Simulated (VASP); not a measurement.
A run of VASP 6.6.1 is set up as follows.

The input INCAR:

```
SYSTEM = ZnO
PREC = Accurate ; ENCUT = 520
EDIFF = 1E-7 ; ISMEAR = 0
SIGMA = 0.05 ; LREAL = .False.
LASPH = .True. ; NELM = 60
ALGO = Normal ; ISIF = 2
LWAVE = .False. ; LCHARG = .False.
GGA = PS ; NBANDS = 26
```

File KPOINTS:

```
Automatic mesh
0
Gamma
  9 9 4
  0 0 0
```

Contents of POSCAR:

```
ZnO
1.0
    3.2879671587      0.0000000000      0.0000000000
   -1.6439835793      2.8474630862      0.0000000000
    0.0000000000      0.0000000000      7.2373979702
Zn O
2 2
Direct
    0.0000000000      0.0000000000      0.7500000000
    0.0000000000      0.0000000000      0.2500000000
    0.3333333333      0.6666666667      0.2500000000
    0.6666666667      0.3333333333      0.7500000000
```

Potentials or basis: VASP PAW PBE potentials, release 64 (Zn, O).

The run is started by

```console
$ cat potpaw_PBE.64/Zn/POTCAR potpaw_PBE.64/O/POTCAR > POTCAR
$ mpirun -np 1 vasp_std > vasp.out
```

Q: Predict the band gap on the k mesh.

A: 0.77 eV.

Q: What does it give for the pressure?

A: -3.8 GPa.

Stress tensor (GPa, compression positive):
```
-5.27  0.00  0.00
 0.00 -5.27  0.00
 0.00  0.00 -0.86
```

Caveat: the cell differs from its parent crystal (strain +0.000 along x and y, +0.015 along z); the cell stands under tension; the PAW data sets were made with another functional, which shifts forces and pressure a little; an odd mesh through Γ misses points on the zone boundary, where band edges can lie.
